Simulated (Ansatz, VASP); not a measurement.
## One calculation of NbN, two programs

```
Nb N
1.0
     0.00000    2.14970    2.14970
     2.14970    0.00000    2.14970
     2.14970    2.14970    0.00000
Nb N
1 1
Direct
  0.50000 0.50000 0.50000
  0.00000 0.00000 0.00000
```

Change from the starting cell: volume scaled by 0.94.

Alike in both runs: task single point; functional PBE; k mesh 13 × 13 × 13; occupations fermi-dirac, width 0.08 eV; no spin polarisation.

|  | VASP | Ansatz |
| --- | --- | --- |
| version | VASP 6.6.1 | Ansatz 0.2.0 |
| potentials or method | VASP PAW PBE potentials, release 64 (Nb_sv, N), cutoff 600 eV | all-electron LAPW, scalar-relativistic |

Ansatz gave:

```
pressure (GPa) : 30.9
```

Task: Estimate VASP's values.

Result: Pressure (GPa): 30.1.

Both programs put the cell under a high pressure, so it lies far from rest at this level. Ansatz ran all-electron here, and VASP with PAW potentials.
